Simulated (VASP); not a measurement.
Runs of VASP 6.6.1 on Si. The structure is that of space group P6_3/mmc (No. 194), or close to it. The cells are those of the table. 

```csv
task,cell,cutoff (eV),gap on the mesh (eV),pressure (GPa)
single point,"a = 2.425, b = 2.425, c = 4.116 Å, angles 90.0, 90.0, 120.0°, 2 atoms",520,none,49.3
single point,"a = 2.051, b = 2.051, c = 3.409 Å, angles 90.0, 90.0, 120.0°, 2 atoms",520,none,(a)
single point,"a = 2.338, b = 2.338, c = 3.964 Å, angles 90.0, 90.0, 120.0°, 2 atoms",520,none,89.3
single point,"a = 2.509, b = 2.509, c = 4.250 Å, angles 90.0, 90.0, 120.0°, 2 atoms",520,none,24.8
relaxation of shape and atoms at fixed volume,"relaxed from a = 2.423, b = 2.423, c = 4.125 Å, angles 90.0, 90.0, 120.0°, 2 atoms",600,none,49.3
single point,"a = 2.244, b = 2.244, c = 3.794 Å, angles 90.0, 90.0, 120.0°, 2 atoms",520,none,156.1
relaxation of shape and atoms at fixed volume,"relaxed from a = 2.239, b = 2.239, c = 3.812 Å, angles 90.0, 90.0, 120.0°, 2 atoms",600,none,156.1
single point,"a = 2.655, b = 2.655, c = 4.520 Å, angles 90.0, 90.0, 120.0°, 2 atoms",520,none,0.1
```

Alike in all rows: level LDA; potentials or basis VASP PAW LDA potentials, release 64 (Si); no spin polarisation; k mesh 15 × 15 × 8; smearing fermi-dirac 0.1 eV.

Estimate the missing entries.

(a) 446.6.

A gap of «none» marks levels without a gap at the run's occupations.
